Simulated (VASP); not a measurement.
Set up this calculation in VASP 6.6.1, as the native input.

| Property | Result |
| --- | --- |
| Task | single point |
| Functional | LDA |
| Potentials or basis | VASP PAW LDA potentials, release 64 (S, Mo_sv) |
| Cutoff | 400 eV |
| k mesh | 12 × 12 × 1 |
| Occupations | gaussian, width 0.03 eV |
| Spin | no spin polarisation |
| Dipole correction | yes |
| Further INCAR settings | ALGO = Normal; EDIFF = 1e-06; NBANDS = 20; NELMDL = -8 |

The structure of MoS2 (l.A) lies in POSCAR:

```
MoS2
1.0
    3.1200732314      0.0000000000      0.0000000000
   -1.5600366157      2.7020626801      0.0000000000
    0.0000000000      0.0000000000     30.0399999981
S Mo
2 1
Direct
    0.6666666667      0.3333333333      0.2332572960
    0.6666666667      0.3333333333      0.3366494950
    0.3333333333      0.6666666667      0.2849533955
```

These files were run (other wordings do the same):

INCAR

```
PREC     = Accurate       # precision mode
ENCUT    = 400            # plane-wave cutoff, eV
EDIFF    = 1E-6           # SCF threshold, eV
ISMEAR   = 0              # smearing method
SIGMA    = 0.03           # smearing width, eV
LREAL    = False          # projectors in reciprocal space
LASPH    = True           # aspherical terms in the spheres
NELM     = 120            # most SCF steps
ALGO     = Normal         # electronic algorithm
ISIF     = 2              # what is computed and relaxed
LWAVE    = False          # write WAVECAR
LCHARG   = True           # write CHGCAR
LDIPOL   = True         
IDIPOL   = 3            
DIPOL    = 0.5 0.5 0.285
LELF     = True           # ELF
LVHAR    = True         
LVACPOTAV= True         
NBANDS   = 20             # bands
GGA_COMPAT= False        
NELMDL   = -8
```

KPOINTS

```
Automatic mesh
0
Gamma
  12 12 1
```

Potentials or basis: VASP PAW LDA potentials, release 64 (S, Mo_sv).

Run with:

```console
$ cat potpaw_LDA.64/S/POTCAR potpaw_LDA.64/Mo_sv/POTCAR > POTCAR
$ mpirun -np 1 vasp_std > vasp.out
```

Results of the run:

```json
{"Largest force": "0.014 eV/Å", "Band gap on the k mesh": "1.87 eV, direct"}
```

Wall time 110 s on 1 thread of Intel(R) Xeon(R) Platinum 8259CL CPU @ 2.50GHz (Skylake/Cascade Lake) (shared host), peak memory 0.24 GiB.
